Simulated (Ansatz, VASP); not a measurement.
**One calculation of InGaBN3, two programs**

```xyz
24
Lattice="-4.5976 -4.4718 -0.1844 0.0335 4.6227 4.8089 -4.4874 4.1772 -4.3969" Properties=species:S:1:pos:R:3 pbc="T T T"
B    -4.6538   -0.0823    4.1292
B    -2.5927    0.6255    2.8091
B    -0.2593    1.8216    2.0521
B    -4.5442    2.1922    2.5398
N    -5.4132    3.0929   -3.9732
N    -7.9948    1.1707   -2.9164
N    -5.7059    1.2308   -1.1636
N    -3.3390    3.1157   -1.1197
N    -3.4808    1.2619    1.7376
N    -0.8946    3.0441    1.4865
N    -5.6759    5.1741   -1.4675
N    -7.7275    3.9057   -0.6007
N    -5.5259    3.1063    1.6222
N    -3.3325    5.6799    1.3004
N    -3.6515    3.1526    3.5278
N    -5.3390    1.0875    3.4459
Ga   -2.5366   -2.0840    0.1334
Ga   -6.7565   -0.1462   -2.2016
Ga   -4.5179    2.2412   -2.4204
Ga   -6.7591    2.3663    0.1267
In   -4.5173    0.0368    0.1561
In   -2.1341    1.9312    0.1558
In   -4.5321    4.3629    0.1419
In   -2.2147    4.3548    2.5135
```

Alike in both runs: functional PBE; k mesh 3 × 3 × 3; occupations gaussian, width 0.1 eV; no spin polarisation.

Ansatz relaxed the structure, and its values are those at the end. VASP's run is a single point on that final structure, the one shown.

|  | VASP | Ansatz |
| --- | --- | --- |
| version | VASP 6.6.1 | Ansatz 0.2.0 |
| potentials or method | VASP PAW PBE potentials, release 64 (B, N, Ga_d, In_d), cutoff 520 eV | scalar-relativistic, plane waves, PAW |
| valence electrons in the cell | 176 | 176 |

```tsv
	VASP	Ansatz	Ansatz less VASP
gap on the k mesh at the Fermi level (eV)	0.77	0.77	+0.003
least direct gap on the mesh (eV)	0.77	0.77	+0.003
pressure (GPa)	0.1	0.0	-0.11
rms of the force components (eV/Å)	0.019	0.016	-0.0030
```
